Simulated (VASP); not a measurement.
A run of VASP 6.6.1 is set up as follows.

The input POSCAR:

```
Te2Mo
1.0
    3.5181997508      0.0000000000      0.0000000000
   -1.7590998754      3.0468503597      0.0000000000
    0.0000000000      0.0000000000     13.9736000000
Te Mo
4 2
Direct
    0.3333333333      0.6666666667      0.6210000000
    0.6666666667      0.3333333333      0.1210000000
    0.3333333333      0.6666666667      0.8790000000
    0.6666666667      0.3333333333      0.3790000000
    0.3333333333      0.6666666667      0.2500000000
    0.6666666667      0.3333333333      0.7500000000
```

INCAR.step1

```
SYSTEM = Te2Mo
ALGO = Normal
EDIFF = 1E-4
ENCUT = 520
GGA = PE
ISMEAR = 0
LASPH = .True.
LCHARG = .False.
LREAL = .False.
LWAVE = .True.
NBANDS = 35
NELM = 80
PREC = Accurate
SIGMA = 0.05
```

The input INCAR.step2:

```
SYSTEM = Te2Mo
ALGO = Normal
EDIFF = 1E-6
ENCUT = 520
ISIF = 2
ISMEAR = 0
ISTART = 1
LASPH = .True.
LCHARG = .True.
LELF = .True.
LMIXTAU = .True.
LREAL = .False.
LVHAR = .True.
LWAVE = .False.
METAGGA = R2SCAN
NBANDS = 35
NELM = 80
PREC = Accurate
SIGMA = 0.05
```

KPOINTS

```
k-points
0
Gamma
  12 12 2
  0 0 0
```

Potentials or basis: VASP PAW PBE potentials, release 64 (Te, Mo_sv).

Run with:

```sh
$ cat potpaw_PBE.64/Te/POTCAR potpaw_PBE.64/Mo_sv/POTCAR > POTCAR
$ cp INCAR.step1 INCAR
$ mpirun -np 1 vasp_std > vasp.out
$ cp INCAR.step2 INCAR
$ mpirun -np 1 vasp_std > vasp.out
```

Task: What does it give for the pressure?

Result: 2.4 GPa.

Task: Predict the largest force.

Result: 0.052 eV/Å.

Forces on the atoms (eV/Å):
```
Te   0.000  0.000  0.052
Te   0.000  0.000  0.052
Te   0.000  0.000 -0.052
Te   0.000  0.000 -0.052
Mo   0.000  0.000  0.000
Mo   0.000  0.000  0.000
```

Caveat: the PAW data sets were made with another functional, which shifts forces and pressure a little; spin-orbit coupling is left out, which moves the levels of the heavy elements.

**What was measured.**

From “Broadband infrared study of pressure-tunable Fano resonance and metallization transition in 2H-MoTe2”, 2022, pmc:9569381, for a bulk crystal of Te2Mo at 300 K: band gap 0.88 ± 0.05 eV (indirect).

A measured gap of Te2Mo is 0.88 eV (indirect; 300 K; quoted in “Broadband infrared study of pressure-tunable Fano resonance and metallization transition in 2H-MoTe2”, 2022, pmc:9569381); the calculated 0.86 eV misses it by -0.02 eV. Spin-orbit coupling on Mo, Te is left out. The value is that of r2SCAN on a finite k mesh, which can miss the band edges, without temperature or zero-point motion.
